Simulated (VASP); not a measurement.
A run of VASP 6.6.1 is set up as follows.

Contents of INCAR:

```
SYSTEM = LaPd2
ALGO = Fast ; EDIFF = 1E-7
ENCUT = 520 ; GGA = PS
ISIF = 2 ; ISMEAR = 0
LASPH = .TRUE. ; LCHARG = .FALSE.
LREAL = .FALSE. ; LWAVE = .FALSE.
NBANDS = 22 ; NELM = 80
PREC = Accurate ; SIGMA = 0.1
```

KPOINTS

```
k-points
0
G
  11 11 11
  0 0 0
```

Contents of POSCAR:

```
LaPd2
1.0
   -2.0038740000      2.0038740000      4.4717310000
    2.0038740000     -2.0038740000      4.4717310000
    2.0038740000      2.0038740000     -4.4717310000
La Pd
1 2
Direct
    0.0000000000      0.0000000000      0.0000000000
    0.2500000000      0.7500000000      0.5000000000
    0.7500000000      0.2500000000      0.5000000000
```

Potentials or basis: VASP PAW PBE potentials, release 64 (La, Pd).

Command:

```bash
$ cat potpaw_PBE.64/La/POTCAR potpaw_PBE.64/Pd/POTCAR > POTCAR
$ mpirun -np 1 vasp_std > vasp.out
```

Q: Predict the band gap on the k mesh.

A: Zero (an odd number of electrons rules out a gap without spin polarisation).

Q: Estimate the pressure.

A: -5.1 GPa.

Stress tensor (GPa, compression positive):
```
-5.01  0.00  0.00
 0.00 -5.01  0.00
 0.00  0.00 -5.16
```

Caveat: the cell stands under tension; the PAW data sets were made with another functional, which shifts forces and pressure a little; spin-orbit coupling is left out, which moves the levels of the heavy elements.
